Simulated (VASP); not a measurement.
Set up this calculation in VASP 6.6.1, as the native input.

| Property | Result |
| --- | --- |
| Task | electric field gradients |
| Functional | PBE |
| Potentials or basis | VASP PAW PBE potentials, release 64 (K_sv, Br) |
| Cutoff | 520 eV |
| k mesh | 6 × 6 × 6 |
| Occupations | fermi-dirac, width 0.01 eV |
| Spin | no spin polarisation |
| Dipole correction | no |
| Further INCAR settings | ALGO = Normal; EDIFF = 1e-08; NBANDS = 15 |

The structure of KBr lies in POSCAR:

```
KBr
1.0
    0.0000000000      3.2592401503      3.2592401503
    3.2592401503      0.0000000000      3.2592401503
    3.2592401503      3.2592401503      0.0000000000
K Br
1 1
Direct
    0.0000000000      0.0000000000      0.0000000000
    0.5000000000      0.5000000000      0.5000000000
```

This cell differs from its parent crystal: volume scaled by 0.97.

The input as run:

INCAR

```
PREC     = Accurate       # precision mode
ENCUT    = 520            # plane-wave cutoff, eV
EDIFF    = 1E-8           # SCF threshold, eV
ISMEAR   = -1             # smearing method
SIGMA    = 0.01           # smearing width, eV
LREAL    = False          # projectors in reciprocal space
LASPH    = True           # aspherical terms in the spheres
NELM     = 80             # most SCF steps
ALGO     = Normal         # electronic algorithm
ISIF     = 2              # what is computed and relaxed
LWAVE    = False          # write WAVECAR
LCHARG   = False          # write CHGCAR
GGA      = PE             # functional
LEFG     = True         
NBANDS   = 15             # bands
```

KPOINTS

```
Automatic mesh
0
Gamma
  6 6 6
```

Potentials or basis: VASP PAW PBE potentials, release 64 (K_sv, Br).

Command:

```sh
$ cat potpaw_PBE.64/K_sv/POTCAR potpaw_PBE.64/Br/POTCAR > POTCAR
$ mpirun -np 1 vasp_std > vasp.out
```

Results of the run:

```json
{"Pressure": "1.4 GPa", "Band gap on the k mesh": "4.54 eV, direct"}
```

Caveat: without QUAD_EFG the Cq values of the log hold for a quadrupole moment of 1 mb, not for the nuclei.

Wall time 38 s on 1 thread of Intel Xeon 8259CL, with other jobs on the host, peak memory 0.21 GiB.
